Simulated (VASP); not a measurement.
# TiO2 (I4_1/amd) in VASP: further runs

TiO2 is run at these levels: PBEsol; tasks: single point, relaxation of cell and atoms.

All numbers are computed with VASP 6.6.1; they aren't measurements. Logs are shortened: lines on timing, memory, paths and dates and some standing lists are left out, and cuts for length are marked.

## Step 1: The cell of the first run

The structure is tetragonal, space group I4_1/amd (No. 141). The conventional cell has a = 3.764 Å, b = 3.764 Å, c = 9.477 Å, α = 90.00°, β = 90.00°, γ = 90.00°. Within 2.5 Å of Ti (site symmetry -4m2) lie 6 O at 1.92 to 1.98 Å. Within 2.5 Å of O (site symmetry 2mm) lie 3 Ti at 1.92 to 1.98 Å and 2 O at 2.46 Å.

## Step 2: Single point, PBEsol

INCAR reads:

```
SYSTEM = TiO2
  PREC = Accurate
  ENCUT = 600
  EDIFF = 1E-6
  ISMEAR = 0
  SIGMA = 0.01
  LREAL = .False.
  LASPH = .True.
  NELM = 120
  ALGO = Normal
  ISIF = 2
  LWAVE = .False.
  LCHARG = .False.
  GGA = PS
  NBANDS = 33
  GGA_COMPAT = .False.
```

KPOINTS reads:

```
regular mesh
0
Gamma
  6 6 6
  0 0 0
```

POSCAR reads:

```
TiO2
1.0
   -1.8820331092      1.8820331092      4.7384557998
    1.8820331092     -1.8820331092      4.7384557998
    1.8820331092      1.8820331092     -4.7384557998
Ti O
2 4
Direct
    0.0000000000      1.0000000000      0.0000000000
    0.7500000000      0.2500000000      0.5000000000
    0.2085082011      0.2085082011      0.0000000000
    0.7914917989      0.7914917989      0.0000000000
   -0.0414917989      0.4585082011      0.5000000000
    0.5414917989      1.0414917989      0.5000000000
```

Potentials or basis: VASP PAW PBE potentials, release 64 (Ti_sv, O).

Started as:

```sh
$ cat potpaw_PBE.64/Ti_sv/POTCAR potpaw_PBE.64/O/POTCAR > POTCAR
$ mpirun -np 1 vasp_std > vasp.out
```

OUTCAR:

```text
SYSTEM = TiO2
   PREC = Accurate
   ENCUT = 600
   EDIFF = 1E-6
   ISMEAR = 0
   LREAL = .False.
   LASPH = .True.
   NELM = 120
   ISIF = 2
   GGA = PS

 ion  position               nearest neighbor table
   1  0.000  0.000  0.000-   6 1.92   5 1.92   6 1.92   5 1.92   4 1.98   3 1.98
   2  0.750  0.250  0.500-   4 1.92   3 1.92   4 1.92   3 1.92   5 1.98   6 1.98
   3  0.209  0.209  0.000-   2 1.92   2 1.92   1 1.98
   4  0.791  0.791  0.000-   2 1.92   2 1.92   1 1.98
   5  0.959  0.459  0.500-   1 1.92   1 1.92   2 1.98
   6  0.541  0.041  0.500-   1 1.92   1 1.92   2 1.98

  LATTYP: Found a body centered tetragonal cell.
 ALAT       =     3.7640662184
 C/A-ratio  =     2.5177324334

  Lattice vectors:

 A1 = (  -1.8820331092,   1.8820331092,   4.7384557998)
 A2 = (   1.8820331092,  -1.8820331092,   4.7384557998)
 A3 = (   1.8820331092,   1.8820331092,  -4.7384557998)

Analysis of symmetry for initial positions (statically):
=====================================================================
 Subroutine PRICEL returns:
 Original cell was already a primitive cell.

 Routine SETGRP: Setting up the symmetry group for a
 body centered tetragonal supercell.

 Subroutine GETGRP returns: Found 16 space group operations
 (whereof  8 operations were pure point group operations)
 out of a pool of 16 trial point group operations.

The static configuration has the point symmetry D_2d.
 The point group associated with its full space group is D_4h.

Analysis of symmetry for dynamics (positions and initial velocities):
=====================================================================
 Subroutine PRICEL returns:
 Original cell was already a primitive cell.

 Routine SETGRP: Setting up the symmetry group for a
 body centered tetragonal supercell.

 Subroutine GETGRP returns: Found 16 space group operations
 (whereof  8 operations were pure point group operations)
 out of a pool of 16 trial point group operations.

The dynamic configuration has the point symmetry D_2d.
 The point group associated with its full space group is D_4h.

 Subroutine INISYM returns: Found 16 space group operations
 (whereof  8 operations are pure point group operations),
 and found     1 'primitive' translations

----------------------------------------------------------------------------------------

                                     Primitive cell

  volume of cell :      67.1354

  direct lattice vectors                    reciprocal lattice vectors
    -1.882033109  1.882033109  4.738455800     0.000000000  0.265670140  0.105519608
     1.882033109 -1.882033109  4.738455800     0.265670140  0.000000000  0.105519608
     1.882033109  1.882033109 -4.738455800     0.265670140  0.265670140  0.000000000

  length of vectors
     5.434800881  5.434800881  5.434800881     0.285858376  0.285858376  0.375714315

  position of ions in fractional coordinates (direct lattice)
     0.000000000  0.000000000  0.000000000
     0.750000000  0.250000000  0.500000000
     0.208508201  0.208508201  0.000000000
     0.791491799  0.791491799  0.000000000
     0.958508201  0.458508201  0.500000000
     0.541491799  0.041491799  0.500000000

  ion indices of the primitive-cell ions
   primitive index   ion index
                 1           1
                 2           2
                 3           3
                 4           4
                 5           5
                 6           6

----------------------------------------------------------------------------------------

 KPOINTS: regular mesh

Automatic generation of k-mesh.
 Grid dimensions read from file:
 generate k-points for:    6    6    6

 Generating k-lattice:

  Cartesian coordinates                     Fractional coordinates (reciprocal lattice)
     0.000000000  0.044278357  0.017586601     0.166666667  0.000000000  0.000000000
     0.044278357  0.000000000  0.017586601     0.000000000  0.166666667  0.000000000
     0.044278357  0.044278357  0.000000000     0.000000000  0.000000000  0.166666667

  Length of vectors
     0.047643063  0.047643063  0.062619053

  Shift w.r.t. Gamma in fractional coordinates (k-lattice)
     0.000000000  0.000000000  0.000000000

 Subroutine IBZKPT returns following result:
 ===========================================

 Found     30 irreducible k-points:

 Following reciprocal coordinates:
            Coordinates               Weight
  0.000000  0.000000  0.000000      1.000000
  0.166667  0.000000  0.000000      8.000000
  0.333333  0.000000 -0.000000      8.000000
  0.500000 -0.000000  0.000000      4.000000
  0.166667  0.166667 -0.000000      8.000000
  0.333333  0.166667  0.000000     16.000000
[... 16 lines left out ...]
 -0.333333 -0.333333  0.166667      8.000000
 -0.166667 -0.333333  0.166667      8.000000
 [... further k-points ...]
   k-points           NKPTS =     30   k-points in BZ     NKDIM =     30   number of bands    NBANDS=     33
   number of dos      NEDOS =    301   number of ions     NIONS =      6
   total plane-waves  NPLWV = 110592
   dimension x,y,z NGX =    48 NGY =   48 NGZ =   48
   dimension x,y,z NGXF=    96 NGYF=   96 NGZF=   96
   ions per type =               2   4
   NGX,Y,Z   is equivalent  to a cutoff of  14.68, 14.68, 14.68 a.u.
   NGXF,Y,Z  is equivalent  to a cutoff of  29.37, 29.37, 29.37 a.u.
 SYSTEM =  TiO2
   PREC   = accura    normal or accurate (medium, high low for compatibility)
   ISTART =      0    job   : 0-new  1-cont  2-samecut
   ICHARG =      2    charge: 1-file 2-atom 10-const
   ISPIN  =      1    spin polarized calculation?
   LNONCOLLINEAR =      F non collinear calculations
   LSORBIT =      F    spin-orbit coupling
   LASPH  =      T    aspherical Exc in radial PAW
   ENCUT  =  600.0 eV  44.10 Ry    6.64 a.u.  10.85 10.85 10.85*2*pi/ulx,y,z
   NELM   =    120;   NELMIN=  2; NELMDL= -5     # of ELM steps
   EDIFF  = 0.1E-05   stopping-criterion for ELM
   LREAL  =      F    real-space projection
   EDIFFG = 0.1E-04   stopping-criterion for IOM
   NSW    =      0    number of steps for IOM
   IBRION =     -1    ionic relax: 0-MD 1-quasi-New 2-CG
   NFREE  =      0    steps in history (QN), initial steepest desc. (CG)
   ISIF   =      2    stress and relaxation
   ISYM   =      2    0-nonsym 1-usesym 2-fastsym
   POTIM  = 0.5000    time-step for ionic-motion
   TEBEG  =    0.0;   TEEND  =   0.0 temperature during run
   PSTRESS=    0.0 pullay stress
   NELECT =      48.0000    total number of electrons
   NUPDOWN=      -1.0000    fix difference up-down
   EMIN   =  10.00;   EMAX   =-10.00  energy-range for DOS
   EFERMI =   0.00;   METHOD = LEGACY
   ISMEAR =     0;   SIGMA  =   0.01  broadening in eV -4-tet -1-fermi 0-gaus
   EFERMI_NEDOS =   21; number of points for ismear=-14 and -15
   IALGO  =     38    algorithm
   IMIX   =      4    mixing-type and parameters
     AMIX     =   0.40;   BMIX     =  1.00
     AMIX_MAG =   1.60;   BMIX_MAG =  1.00
  volume/ion in A,a.u.               =      11.19        75.51
  Fermi-wavevector in a.u.,A,eV,Ry     =   1.463878  2.766328 29.156441  2.142938
  Thomas-Fermi vector in A             =   2.579920
   LORBIT       =      0    0 simple, 1 ext, 2 COOP (PROOUT), +10 PAW based schemes
   GGA     = PS    functional components
   LHFCALC =     F    Hartree Fock is set to
   AEXX    =    0.0000 exact exchange contribution
   IVDW    =     0    specifies the selected vdW correction
   LEPSILON=     F    determine dielectric tensor
   LRPA    =     F    only Hartree local field effects (RPA)
 non-spin polarized calculation
 Gauss-broadening in eV      SIGMA  =   0.01
  energy-cutoff  :      600.00
  volume of cell :       67.14
 maximum number of plane-waves:      2274
 NGX is ok and might be reduce to    48
   NGX = 21   NGY = 21   NGZ = 21

 number of electron      47.9999996 magnetization

 Free energy of the ion-electron system (eV)
  ---------------------------------------------------
  ext. energy  EPLUGINS =         0.00000000
  ---------------------------------------------------
  free energy    TOTEN  =       -56.21768331 eV

  energy without entropy =      -56.21768331  energy(sigma->0) =      -56.21768331

 E-fermi :   3.5632     XC(G=0): -11.0966

 val. band max:        3.3861497315   @ k =   0.5000   0.5000   0.0000
 cond. band min:       5.5001018933   @ k =   0.0000   0.0000   0.0000
 fundamental gap:      2.1139521617
 Fermi energy:         3.5632376551

 k-point     1 :       0.0000    0.0000    0.0000
  band No.  band energies     occupation
      1     -52.6637      2.00000
      2     -52.5970      2.00000
      3     -29.2711      2.00000
      4     -29.0143      2.00000
      5     -29.0143      2.00000
      6     -28.9366      2.00000
[... 25 lines left out ...]
     32       8.8795      0.00000
     33       8.8837      0.00000

 k-point     2 :       0.1667    0.0000    0.0000
  band No.  band energies     occupation
      1     -52.6597      2.00000
      2     -52.5996      2.00000
      3     -29.2634      2.00000
      4     -29.0507      2.00000
      5     -29.0169      2.00000
      6     -28.9511      2.00000
[... 25 lines left out ...]
     32       9.1581      0.00000
     33       9.5123      0.00000

 k-point     3 :       0.3333    0.0000   -0.0000
  band No.  band energies     occupation
      1     -52.6505      2.00000
      2     -52.6064      2.00000
      3     -29.2488      2.00000
      4     -29.1204      2.00000
      5     -29.0215      2.00000
      6     -28.9716      2.00000
[... 25 lines left out ...]
     32       9.5239      0.00000
     33       9.9922      0.00000

 k-point     4 :       0.5000   -0.0000    0.0000
  band No.  band energies     occupation
      1     -52.6444      2.00000
      2     -52.6112      2.00000
      3     -29.2405      2.00000
      4     -29.1572      2.00000
      5     -29.0234      2.00000
      6     -28.9754      2.00000
[... 673 lines left out ...]
     32       9.5600      0.00000
     33       9.7973      0.00000

 k-point    23 :      -0.3333   -0.3333    0.1667
  band No.  band energies     occupation
      1     -52.6435      2.00000
      2     -52.6147      2.00000
      3     -29.1871      2.00000
      4     -29.0955      2.00000
      5     -29.0441      2.00000
      6     -28.9704      2.00000
[... 25 lines left out ...]
     32       9.5779      0.00000
     33       9.9917      0.00000

 k-point    24 :      -0.1667   -0.3333    0.1667
  band No.  band energies     occupation
      1     -52.6518      2.00000
      2     -52.6077      2.00000
      3     -29.2154      2.00000
      4     -29.0663      2.00000
      5     -29.0274      2.00000
      6     -28.9432      2.00000
[... 25 lines left out ...]
     32       9.2869      0.00000
     33       9.3899      0.00000

 [... further k-points ...]

------------------------ aborting loop because EDIFF is reached ----------------------------------------

  FORCE on cell =-STRESS in cart. coord.  units (eV):
  Direction    XX          YY          ZZ          XY          YZ          ZX
  --------------------------------------------------------------------------------------
  -------------------------------------------------------------------------------------
  Total        1.0396013      1.0396013      1.0810725      0.0000000     -0.0000000      0.0000000
  in kB       24.8099602     24.8099602     25.7996634      0.0000000     -0.0000000      0.0000000
  external PRESSURE =      25.1398612 kB  Pullay stress =       0.0000000 kB

 VOLUME and BASIS-vectors are now :
 -----------------------------------------------------------------------------
  energy-cutoff  :      600.00
  volume of cell :       67.14
      direct lattice vectors                 reciprocal lattice vectors
    -1.882033109  1.882033109  4.738455800     0.000000000  0.265670140  0.105519608
     1.882033109 -1.882033109  4.738455800     0.265670140  0.000000000  0.105519608
     1.882033109  1.882033109 -4.738455800     0.265670140  0.265670140  0.000000000

 POSITION                                       TOTAL-FORCE (eV/Angst)
 -----------------------------------------------------------------------------------
      0.00000      0.00000      0.00000         0.000000      0.000000      0.000000
      0.00000      1.88203      2.36923         0.000000      0.000000      0.000000
      0.00000      0.00000      1.97601         0.000000      0.000000      0.018580
      0.00000      0.00000      7.50090        -0.000000     -0.000000     -0.018580
     -0.00000      1.88203      4.34524        -0.000000     -0.000000      0.018580
      0.00000      1.88203      0.39321         0.000000      0.000000     -0.018580
 -----------------------------------------------------------------------------------
    total drift:                               -0.000000     -0.000000     -0.000000

  FREE ENERGIE OF THE ION-ELECTRON SYSTEM (eV)
  ---------------------------------------------------
  free  energy   TOTEN  =       -56.2176833066 eV

  energy  without entropy=      -56.2176833066  energy(sigma->0) =      -56.21768331
```

Wall time 2.8 min (1 thread of Intel Xeon Platinum 8259CL at 2.50GHz (Skylake/Cascade Lake), shared host); peak memory 0.33 GiB.

What came out:

| Quantity | Value |
| --- | --- |
| Free energy | -56.2177 eV |
| Pressure | 2.5 GPa |
| Largest force | 0.019 eV/Å |
| Band gap on the k mesh | 2.11 eV (least direct gap 2.44 eV) |

Forces in eV/Å, atoms in the order of the input:
```
Ti   0.000  0.000  0.000
Ti   0.000  0.000  0.000
O    0.000  0.000  0.019
O    0.000  0.000 -0.019
O    0.000  0.000  0.019
O    0.000  0.000 -0.019
```

Caveat: the PAW data sets were made with another functional, which shifts forces and pressure a little. A k mesh can miss the band edges.

(Continued in part 2 of 3.)
